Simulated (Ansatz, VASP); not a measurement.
# One calculation of Si4Ge, two programs

```xyz
5
Lattice="4.3914 0.0000 0.0000 -2.1957 3.8031 0.0000 0.0000 0.0000 5.2371" Properties=species:S:1:pos:R:3 pbc="T T T"
Si    0.0000    2.5354    1.6331
Si    0.0000    2.5354    3.6039
Si    2.1957    1.2677    3.6039
Si    2.1957    1.2677    1.6331
Ge    0.0000    0.0000    0.0000
```

Alike in both runs: task relaxation of cell and atoms; functional PBE; k mesh 4 × 4 × 3; occupations gaussian, width 0.2 eV; no spin polarisation.

|  | VASP | Ansatz |
| --- | --- | --- |
| version | VASP 6.6.1 | Ansatz 0.2.0 |
| potentials or method | VASP PAW PBE potentials, release 64 (Si, Ge_d), cutoff 500 eV | scalar-relativistic, plane waves, PAW |
| valence electrons in the cell | 30 | 30 |

```csv
,VASP,Ansatz,Ansatz less VASP
"gap on the k mesh at the Fermi level, each at its own relaxed structure (eV)",none,none,-
relaxed volume (Å³/atom),17.36,17.44,+0.084
relaxed cell length with the largest relative difference (Å),5.032,5.048,+0.0157
```

A gap of «none» marks a metal or a gap that the smearing closes.

The k mesh is coarse, so the values compare programs but aren't converged.
